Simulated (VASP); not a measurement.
# CsH (I4/mmm) in VASP: a series of runs, part 2 of 2

VASP 6.6.1.

### Step 3. Single point, LDA (uniaxial strain along c: +4.0 %, then relaxed in part)

The input, INCAR:

```
SYSTEM = CsH
PREC = Accurate
ENCUT = 520
EDIFF = 1E-6
ISMEAR = 0
SIGMA = 0.02
LREAL = .False.
LASPH = .True.
NELM = 100
ALGO = Normal
ISIF = 2
LWAVE = .False.
LCHARG = .True.
LELF = .True.
LVHAR = .True.
NBANDS = 18
```

The input, KPOINTS:

```
Automatic mesh
0
Gamma
  6 6 6
  0 0 0
```

The input, POSCAR:

```
CsH
1.0
    3.0434150593      3.0434150593      0.0000000000
   -3.0434150593      3.0434150593      0.0000000000
    0.0000000000      0.0000000000      6.3463259205
Cs H
2 2
Direct
    0.0000000000      0.0000000000      0.0000000000
    0.5000000000      0.5000000000      0.5000000000
    0.5000000000      0.5000000000      0.0000000000
    0.0000000000      0.0000000000      0.5000000000
```

Potentials or basis: VASP PAW LDA potentials, release 64 (Cs_sv, H).

Command:

```bash
cat potpaw_LDA.64/Cs_sv/POTCAR potpaw_LDA.64/H/POTCAR > POTCAR
mpirun -np 1 vasp_std > vasp.out
```

OUTCAR:

```text
SYSTEM = CsH
   PREC = Accurate
   ENCUT = 520
   EDIFF = 1E-6
   ISMEAR = 0
   LREAL = .False.
   LASPH = .True.
   NELM = 100
   ISIF = 2

 ion  position               nearest neighbor table
   1  0.000  0.000  0.000-
   2  0.500  0.500  0.500-
   3  0.500  0.500  0.000-
   4  0.000  0.000  0.500-

  LATTYP: Found a simple tetragonal cell.
 ALAT       =     4.3040388528
[... 718 lines left out ...]

  FORCE on cell =-STRESS in cart. coord.  units (eV):
  Direction    XX          YY          ZZ          XY          YZ          ZX
  --------------------------------------------------------------------------------------
  -------------------------------------------------------------------------------------
  Total        0.0428589      0.0428589     -0.7793131      0.0000000      0.0000000     -0.0000000
  in kB        0.5840857      0.5840857    -10.6205694      0.0000000      0.0000000     -0.0000000
  external PRESSURE =      -3.1507993 kB  Pullay stress =       0.0000000 kB

 VOLUME and BASIS-vectors are now :
 -----------------------------------------------------------------------------
  energy-cutoff  :      520.00
  volume of cell :      117.56
      direct lattice vectors                 reciprocal lattice vectors
     3.043415059  3.043415059  0.000000000     0.164289126  0.164289126  0.000000000
    -3.043415059  3.043415059  0.000000000    -0.164289126  0.164289126  0.000000000
     0.000000000  0.000000000  6.346325920     0.000000000  0.000000000  0.157571485

 POSITION                                       TOTAL-FORCE (eV/Angst)
 -----------------------------------------------------------------------------------
      0.00000      0.00000      0.00000         0.000000      0.000000      0.000000
      0.00000      3.04342      3.17316        -0.000000     -0.000000     -0.000000
      0.00000      3.04342      0.00000         0.000000     -0.000000      0.000000
      0.00000      0.00000      3.17316        -0.000000      0.000000      0.000000
 -----------------------------------------------------------------------------------
    total drift:                               -0.000000      0.000000     -0.000000

  FREE ENERGIE OF THE ION-ELECTRON SYSTEM (eV)
  ---------------------------------------------------
  free  energy   TOTEN  =        -9.8317879660 eV

  energy  without entropy=       -9.8317879660  energy(sigma->0) =       -9.83178797
```

OSZICAR:

```text
N       E                     dE             d eps       ncg     rms          rms(c)
DAV:   1     0.107403633925E+03    0.10740E+03   -0.80631E+03  1440   0.922E+02
DAV:   2    -0.149994202452E+01   -0.10890E+03   -0.10451E+03  1798   0.153E+02
DAV:   3    -0.113762725977E+02   -0.98763E+01   -0.98487E+01  1906   0.515E+01
DAV:   4    -0.114765665426E+02   -0.10029E+00   -0.10027E+00  1774   0.604E+00
DAV:   5    -0.114771489518E+02   -0.58241E-03   -0.58238E-03  1872   0.461E-01    0.511E+00
DAV:   6    -0.101196493778E+02    0.13575E+01   -0.15475E+00  1534   0.389E+00    0.215E+00
DAV:   7    -0.982130246854E+01    0.29835E+00   -0.16428E+00  1602   0.345E+00    0.852E-01
DAV:   8    -0.984742497241E+01   -0.26123E-01   -0.16152E-01  1550   0.144E+00    0.516E-01
DAV:   9    -0.983149790370E+01    0.15927E-01   -0.39073E-02  1662   0.604E-01    0.852E-02
DAV:  10    -0.983186791662E+01   -0.37001E-03   -0.59732E-03  1630   0.232E-01    0.638E-02
DAV:  11    -0.983181596190E+01    0.51955E-04   -0.17816E-04  1686   0.496E-02    0.238E-02
DAV:  12    -0.983178734845E+01    0.28613E-04   -0.13052E-04  1542   0.328E-02    0.148E-03
DAV:  13    -0.983178796600E+01   -0.61755E-06   -0.65902E-06  1434   0.977E-03
   1 F= -.98317880E+01 E0= -.98317880E+01  d E =-.409868E-36
```

Wall time 52 s (1 thread of Intel Xeon Platinum 8559C (Emerald Rapids), shared host); peak memory 0.22 GiB.

Results:

```yaml
Free_energy: -9.8318 eV
Pressure: -0.3 GPa
Band_gap_on_the_k_mesh: 1.78 eV
```

Levels at points of the mesh, in eV from the valence-band top:
```csv
k point,band 6,band 7,band 8,band 9,band 10,band 11,band 12,band 13,band 14,band 15
"(0.00, 0.00, 0.00)",-7.89,-7.85,-7.85,-2.10,-1.53,2.70,4.80,5.02,5.02,5.42
"(0.50, 0.00, 0.00)",-8.33,-7.95,-7.95,-0.45,-0.45,2.93,2.93,3.70,3.70,5.30
"(0.50, 0.50, 0.00)",-8.28,-8.24,-8.24,-1.54,-1.54,2.58,2.58,5.81,5.81,8.03
"(0.00, 0.00, 0.50)",-8.02,-8.02,-8.02,-1.32,-1.32,3.47,3.47,3.97,3.97,6.05
"(0.50, 0.00, 0.50)",-8.03,-7.95,-7.95,0.00,0.00,1.78,1.78,4.32,4.32,4.63
"(0.50, 0.50, 0.50)",-8.57,-8.29,-8.29,-1.08,-1.08,3.90,3.90,3.90,3.90,4.91
```

Caveat: the cell differs from its parent crystal (uniaxial strain along c: +4.0 %, then relaxed in part); spin-orbit coupling is left out, which moves the levels of the heavy elements. A k mesh can miss the band edges.

### Step 4. Single point, LDA

This run uses another cell than the first one, of 29.39 Å³/atom.

The input, INCAR:

```
PREC     = Accurate       # precision mode
ENCUT    = 520            # plane-wave cutoff, eV
EDIFF    = 1E-7           # SCF threshold, eV
ISMEAR   = 0              # smearing method
SIGMA    = 0.02           # smearing width, eV
LREAL    = False          # projectors in reciprocal space
LASPH    = True           # aspherical terms in the spheres
NELM     = 60             # most SCF steps
ALGO     = Normal         # electronic algorithm
ISIF     = 2              # what is computed and relaxed
LWAVE    = False          # write WAVECAR
LCHARG   = True           # write CHGCAR
LELF     = True           # ELF
LVHAR    = True         
NBANDS   = 18             # bands
```

The input, KPOINTS:

```
regular mesh
0
Gamma
  6 6 6
```

POSCAR is that of step 3.

Command:

```bash
cat potpaw_LDA.64/Cs_sv/POTCAR potpaw_LDA.64/H/POTCAR > POTCAR
mpirun -np 1 vasp_std > vasp.out
```

Wall time 59 s (1 thread of Intel Xeon Platinum 8559C (Emerald Rapids), shared host); peak memory 0.21 GiB.

Results (log left out):

| Quantity | Value |
| --- | --- |
| Free energy | -9.8318 eV |
| Pressure | -0.3 GPa |
| Band gap on the k mesh | 1.78 eV |

Stress tensor (GPa, compression positive):
```
 0.06  0.00  0.00
 0.00  0.06  0.00
 0.00  0.00 -1.06
```

Levels at points of the mesh, in eV from the valence-band top:
| k point | band 7 | band 8 | band 9 | band 10 | band 11 | band 12 | band 13 | band 14 |
| --- | --- | --- | --- | --- | --- | --- | --- | --- |
| (0.00, 0.00, 0.00) | -7.85 | -7.85 | -2.10 | -1.53 | 2.70 | 4.80 | 5.02 | 5.02 |
| (0.50, 0.00, 0.00) | -7.95 | -7.95 | -0.45 | -0.45 | 2.93 | 2.93 | 3.70 | 3.70 |
| (0.50, 0.50, 0.00) | -8.24 | -8.24 | -1.54 | -1.54 | 2.58 | 2.58 | 5.81 | 5.81 |
| (0.00, 0.00, 0.50) | -8.02 | -8.02 | -1.32 | -1.32 | 3.47 | 3.47 | 3.97 | 3.97 |
| (0.50, 0.00, 0.50) | -7.95 | -7.95 | 0.00 | 0.00 | 1.78 | 1.78 | 4.32 | 4.32 |
| (0.50, 0.50, 0.50) | -8.29 | -8.29 | -1.08 | -1.08 | 3.90 | 3.90 | 3.90 | 3.90 |

Caveat: spin-orbit coupling is left out, which moves the levels of the heavy elements.
